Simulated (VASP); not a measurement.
Wanted: the native input for a VASP 6.6.1 run.

```
Task                   : relaxation of cell and atoms
Functional             : PBE
Potentials or basis    : VASP PAW PBE potentials, release 64 (La, O)
Cutoff                 : 600 eV
k mesh                 : 6 × 6 × 6
Occupations            : gaussian, width 0.1 eV
Spin                   : no spin polarisation
Dipole correction      : no
Further INCAR settings : ALGO = Normal; EDIFF = 1e-07; IBRION = 2; EDIFFG = -0.01; NSW = 100; ISIF = 3
```

The structure of La3O lies in POSCAR:

```
La3O
1.0
    5.9457671707      0.0000000000      0.0000000000
    0.0000000000      5.9457671707      0.0000000000
    0.0000000000      0.0000000000      5.9457671707
La O
6 2
Direct
    0.2500000000      0.0000000000      0.5000000000
    0.7500000000      0.0000000000      0.5000000000
    0.0000000000      0.5000000000      0.2500000000
    0.0000000000      0.5000000000      0.7500000000
    0.5000000000      0.7500000000      0.0000000000
    0.5000000000      0.2500000000      0.0000000000
    0.0000000000      0.0000000000      0.0000000000
    0.5000000000      0.5000000000      0.5000000000
```

The cell was built from a structure type or drawn by symmetry, and may not be a known phase.

These files were run (other wordings do the same):

INCAR

```
SYSTEM = La3O
  PREC = Accurate
  ENCUT = 600
  EDIFF = 1E-7
  ISMEAR = 0
  SIGMA = 0.1
  LREAL = .False.
  LASPH = .True.
  NELM = 200
  ALGO = Normal
  ISIF = 3
  LWAVE = .False.
  LCHARG = .False.
  GGA = PE
  IBRION = 2
  NSW = 100
  EDIFFG = -0.01
  GGA_COMPAT = .False.
  NELMIN = 4
  LMAXMIX = 6
```

KPOINTS

```
regular mesh
0
Gamma
  6 6 6
  0 0 0
```

Potentials or basis: VASP PAW PBE potentials, release 64 (La, O).

Run with:

```bash
$ cat potpaw_PBE.64/La/POTCAR potpaw_PBE.64/O/POTCAR > POTCAR
$ mpirun -np 1 vasp_std > vasp.out
```

It gave:

```json
{
 "Relaxed volume": "27.04 Å³/atom",
 "Relaxed cell": "a = 6.003 Å, b = 6.003 Å, c = 6.003 Å, α = 90.00°, β = 90.00°, γ = 90.00°",
 "Space group after relaxing (to 0.1 Å)": "Pm-3n (No. 223)",
 "Energy gained by relaxing": "2.2 meV/atom",
 "Ionic steps": "3",
 "Pressure after relaxing": "0.0 GPa",
 "Band gap on the k mesh": "zero (bands 39 and 40 overlap by 0.88 eV)"
}
```

Caveat: spin-orbit coupling is left out, which moves the levels of the heavy elements.

Run time: 33 min on 1 thread of Intel Xeon 8259CL, with other jobs on the host, peak memory 0.48 GiB.
